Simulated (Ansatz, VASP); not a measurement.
One calculation of Te2Mo, two programs

```xyz
6
Lattice="3.5039 0.0000 0.0000 -1.7519 3.0345 0.0000 0.0000 0.0000 24.7677" Properties=species:S:1:pos:R:3 pbc="T T T"
Te    0.0000    2.0230    4.5000
Te    0.0000    2.0230    8.1339
Te   -0.5840    4.0459   11.6139
Te   -0.5840    4.0459   15.2477
Mo    1.7519    1.0115    6.3169
Mo    1.1680    3.0345   13.4308
```

Alike in both runs: task single point; functional PBE; dispersion D3(BJ); k mesh 9 × 9 × 1; occupations gaussian, width 0.05 eV; no spin polarisation.

|  | VASP | Ansatz |
| --- | --- | --- |
| version | VASP 6.6.1 | Ansatz 0.2.0 |
| potentials or method | VASP PAW PBE potentials, release 64 (Te, Mo_sv), cutoff 520 eV | scalar-relativistic, plane waves, PAW |
| valence electrons in the cell | 52 | 92 |

```csv
,VASP,Ansatz,Ansatz less VASP
gap on the k mesh at the Fermi level (eV),1.09,1.08,-0.004
least direct gap on the mesh (eV),1.14,1.14,0.000
rms of the force components (eV/Å),0.026,0.025,-0.0009
```

VASP's potentials hold 52 valence electrons a cell and Ansatz's 92, so a difference there can come from the potentials and not from the codes. Ansatz's warnings: xc potential rough in thin density.

Spin-orbit coupling is off throughout.
